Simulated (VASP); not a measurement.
Write the native input for VASP 6.6.1 that does the following.

| Item | Value |
| --- | --- |
| Task | single point |
| Functional | PBE |
| Potentials or basis | VASP PAW PBE potentials, release 64 (Cu) |
| Cutoff | 520 eV |
| k mesh | 28 × 28 × 28 |
| Occupations | gaussian, width 0.15 eV |
| Spin | no spin polarisation |
| Dipole correction | no |
| Further INCAR settings | ALGO = Fast; EDIFF = 1e-07; NBANDS = 12 |

The structure of Cu lies in POSCAR:

```
Cu
1.0
    0.0000000000      1.7241304218      1.7695022750
    1.7241304218      0.0000000000      1.7695022750
    1.7241304218      1.7241304218      0.0000000000
Cu
1
Direct
    0.0000000000      0.0000000000      0.0000000000
```

This cell differs from its parent crystal: strain -0.050 along x and y, -0.025 along z.

These files were run (other wordings do the same):

INCAR

```
SYSTEM = Cu
  ALGO = Fast
  EDIFF = 1E-7
  ENCUT = 520
  GGA = PE
  ISIF = 2
  ISMEAR = 0
  LASPH = .TRUE.
  LCHARG = .TRUE.
  LELF = .TRUE.
  LREAL = .FALSE.
  LVHAR = .TRUE.
  LWAVE = .FALSE.
  NBANDS = 12
  NELM = 80
  PREC = Accurate
  SIGMA = 0.15
```

KPOINTS

```
k-points
0
G
  28 28 28
  0 0 0
```

Potentials or basis: VASP PAW PBE potentials, release 64 (Cu).

Run with:

```sh
$ cat potpaw_PBE.64/Cu/POTCAR > POTCAR
$ mpirun -np 1 vasp_std > vasp.out
```

Results of the run:

| Item | Value |
| --- | --- |
| Pressure | 25.4 GPa |

Caveat: the cell differs from its parent crystal (strain -0.050 along x and y, -0.025 along z).

Run time: 2.6 min on 1 thread of Intel(R) Xeon(R) Platinum 8488C (Sapphire Rapids), on a shared host, peak memory 0.3 GiB.
